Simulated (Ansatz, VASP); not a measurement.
# Au: VASP beside Ansatz

```
CELL_PARAMETERS angstrom
1.43899 -2.60606 0.00000
1.43899 2.60606 0.00000
0.00000 0.00000 4.98914
ATOMIC_POSITIONS crystal
Au 0.33467 0.66533 0.25000
Au 0.66533 0.33467 0.75000
```

Alike in both runs: task single point; functional PBE; k mesh 11 × 11 × 6; occupations fermi-dirac, width 0.05 eV; no spin polarisation.

```csv
,VASP,Ansatz
version,VASP 6.6.1,Ansatz 0.2.0
potentials or method,"VASP PAW PBE potentials, release 64 (Au)",Ansatz PAW
plane-wave cutoff (eV),520,420
valence electrons in the cell,22,38
```

|  | VASP | Ansatz | Ansatz less VASP |
| --- | --- | --- | --- |
| gap on the k mesh at the Fermi level (eV) | none | none | - |
| pressure (GPa) | -4.7 | -4.5 | +0.20 |
| traceless stress, the component that is largest in VASP (GPa) | 1.95 | 1.96 | +0.012 |

A gap of «none» marks a metal or a gap that the smearing closes. VASP's potentials hold 22 valence electrons a cell and Ansatz's 38, so a difference there can come from the potentials and not from the codes.

Spin-orbit coupling is off throughout.
